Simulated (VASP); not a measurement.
Crystal: Li.

```xyz
1
Lattice="-1.6426 1.6426 1.6426 1.6426 -1.6426 1.6426 1.6426 1.6426 -1.6426" Properties=species:S:1:pos:R:3 pbc="T T T"
Li    0.0000    0.0000    0.0000
```

- Program: VASP 6.6.1
- Task: relaxation of cell and atoms
- Functional: PBE
- Potentials or basis: VASP PAW PBE potentials, release 64 (Li_sv)
- Cutoff: 600 eV
- k mesh: 14 × 14 × 14
- Occupations: fermi-dirac, width 0.03 eV
- Spin: no spin polarisation

At the start: pressure 2.2 GPa; volume 17.73 Å³/atom.

**Question.** How do energy, volume and symmetry change on relaxing?

**Answer.** Over 4 steps the energy falls by 15.8 meV/atom and the volume is 20.22 Å³/atom (+14.1 %); space group Im-3m (No. 229, to 0.1 Å) before and after.

The path:
```csv
step,energy change (eV),largest force (eV/Å),pressure (GPa),volume (Å³)
1,0.0000,0.0000,2.21,17.73
2,-0.0074,0.0000,1.53,18.36
3,-0.0157,0.0000,0.13,20.04
4,-0.0158,0.0000,0.01,20.22
```

Final structure:
```
CELL_PARAMETERS angstrom
-1.71621 1.71621 1.71621
1.71621 -1.71621 1.71621
1.71621 1.71621 -1.71621
ATOMIC_POSITIONS crystal
Li 0.00000 0.00000 0.00000
```

Caveat: the cutoff is under 1.25 times the usual one of these potentials, so pressure, stress and relaxed cells hold a basis-set (Pulay) error.
